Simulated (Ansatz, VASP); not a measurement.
# HgTe in VASP and in Ansatz

```
Hg Te
1.0
     2.99955   -3.00014    0.00000
     2.99955    3.00014    0.00000
     0.00000    0.00000    6.30910
Hg Te
2 2
Direct
  0.24982 0.75018 0.75000
  0.75018 0.24982 0.25000
  0.74987 0.25013 0.75000
  0.25013 0.74987 0.25000
```

Change from the starting cell: strain +0.000 along x and y, +0.050 along z, atoms carried along.

Alike in both runs: task single point; functional PBEsol; k mesh 12 × 12 × 8; occupations gaussian, width 0.15 eV; no spin polarisation.

|  | VASP | Ansatz |
| --- | --- | --- |
| version | VASP 6.6.1 | Ansatz 0.2.0 |
| potentials or method | VASP PAW PBE potentials, release 64 (Hg, Te), cutoff 520 eV | scalar-relativistic, plane waves, PAW |
| valence electrons in the cell | 36 | 72 |

|  | VASP | Ansatz | Ansatz less VASP |
| --- | --- | --- | --- |
| gap on the k mesh at the Fermi level (eV) | none | none | - |
| pressure (GPa) | -2.0 | -2.2 | -0.18 |
| traceless stress, the component that is largest in VASP (GPa) | -1.03 | -0.97 | +0.051 |

VASP's potentials were made for PBE, not for PBEsol. A gap of «none» marks a metal or a gap that the smearing closes. VASP's potentials hold 36 valence electrons a cell and Ansatz's 72, so a difference there can come from the potentials and not from the codes.

Spin-orbit coupling is off throughout.
